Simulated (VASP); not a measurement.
Write the native input for VASP 6.6.1 that does the following.

| Item | Value |
| --- | --- |
| Task | single point |
| Functional | PBE |
| Potentials or basis | VASP PAW PBE potentials, release 64 (Si, O) |
| Cutoff | 520 eV |
| k mesh | 6 × 6 × 8 |
| Occupations | gaussian, width 0.05 eV |
| Spin | no spin polarisation |
| Dipole correction | no |
| Further INCAR settings | ALGO = Normal; EDIFF = 1e-06; NBANDS = 25 |

The structure of SiO2 lies in POSCAR:

```
SiO2
1.0
    4.5750058570      0.0000000000      0.0000000000
    0.0000000000      4.5750058570      0.0000000000
    0.0000000000      0.0000000000      2.9057163548
Si O
2 4
Direct
    0.5000000000      0.5000000000      0.5000000000
    0.0000000000      0.0000000000      0.0000000000
    0.6930152167      0.6930152167      0.0000000000
    0.1930152167      0.8069847833      0.5000000000
    0.3069847833      0.3069847833      0.0000000000
    0.8069847833      0.1930152167      0.5000000000
```

This cell differs from its parent crystal: strain +0.080 along x and y, +0.080 along z.

These files were run (other wordings do the same):

INCAR

```
SYSTEM = SiO2
PREC     = Accurate       ! precision mode
ENCUT    = 520            ! plane-wave cutoff, eV
EDIFF    = 1E-6           ! SCF threshold, eV
ISMEAR   = 0              ! smearing method
SIGMA    = 0.05           ! smearing width, eV
LREAL    = .False.        ! projectors in reciprocal space
LASPH    = .True.         ! aspherical terms in the spheres
NELM     = 80             ! most SCF steps
ALGO     = Normal         ! electronic algorithm
ISIF     = 2              ! what is computed and relaxed
LWAVE    = .False.        ! write WAVECAR
LCHARG   = .False.        ! write CHGCAR
GGA      = PE             ! functional
NBANDS   = 25             ! bands
```

KPOINTS

```
Automatic mesh
0
Gamma
  6 6 8
  0 0 0
```

Potentials or basis: VASP PAW PBE potentials, release 64 (Si, O).

The run is started by

```sh
$ cat potpaw_PBE.64/Si/POTCAR potpaw_PBE.64/O/POTCAR > POTCAR
$ mpirun -np 1 vasp_std > vasp.out
```

It gave:

* Pressure: -41.6 GPa
* Largest force: 1.181 eV/Å
* Band gap on the k mesh: 1.54 eV, direct

Caveat: the cell differs from its parent crystal (strain +0.080 along x and y, +0.080 along z); forces of over 1 eV/Å act on the atoms, so gaps and moduli don't describe the material at rest.

Wall time 27 s on 1 thread of Intel(R) Xeon(R) 6975P-C (Granite Rapids), with other jobs on the host, peak memory 0.2 GiB.
